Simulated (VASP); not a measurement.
## SrTiO3: elastic constants with PBE

The system is SrTiO3.

```
CELL_PARAMETERS angstrom
3.93626 0.00000 0.00000
0.00000 3.93626 0.00000
0.00000 0.00000 3.93626
ATOMIC_POSITIONS crystal
Sr 0.50000 0.50000 0.50000
Ti 0.00000 0.00000 0.00000
O 0.50000 0.00000 0.00000
O 0.00000 0.50000 0.00000
O 0.00000 0.00000 0.50000
```

```json
{"Program": "VASP 6.6.1", "Task": "elastic constants", "Functional": "PBE", "Potentials or basis": "VASP PAW PBE potentials, release 64 (Sr_sv, Ti_sv, O)", "Cutoff": "600 eV", "k mesh": "8 × 8 × 8", "Occupations": "gaussian, width 0.01 eV", "Spin": "no spin polarisation", "Dipole correction": "no", "Ions in elastic constants": "relaxed", "Further INCAR settings": "ALGO = Normal; EDIFF = 1e-08; NBANDS = 28; IBRION = 6; POTIM = 0.015; NSW = 1; ISIF = 3"}
```

```yaml
Elastic_constants_C11_C12_C44: 316, 98, 110 GPa
Voigt_bulk_modulus: 171 GPa
Highest_phonon_frequency_at_Γ_LO-TO_splitting_left_out: 512 cm⁻¹
Most_unstable_mode: 123i cm⁻¹
```

Phonon frequencies in cm⁻¹ (negative: imaginary):
| q point | frequencies |
| --- | --- |
| (0.000, 0.000, 0.000) | -123 -123 -123 1 1 1 148 148 148 233 233 233 512 512 512 |

Elastic tensor in Voigt notation (GPa, in the Cartesian axes of the cell as first typed):
```
316  98  98   0   0   0
 98 316  98   0   0   0
 98  98 316   0   0   0
  0   0   0 110   0   0
  0   0   0   0 110   0
  0   0   0   0   0 110
```

Clamped-ion elastic tensor (GPa):
```
316  98  98   0   0   0
 98 316  98   0   0   0
 98  98 316   0   0   0
  0   0   0 110   0   0
  0   0   0   0 110   0
  0   0   0   0   0 110
```

Run time: 37 min on 1 thread of Oxide Virtual Turin-like Processor, on a shared host, peak memory 0.58 GiB.

Caveat: some modes are imaginary.
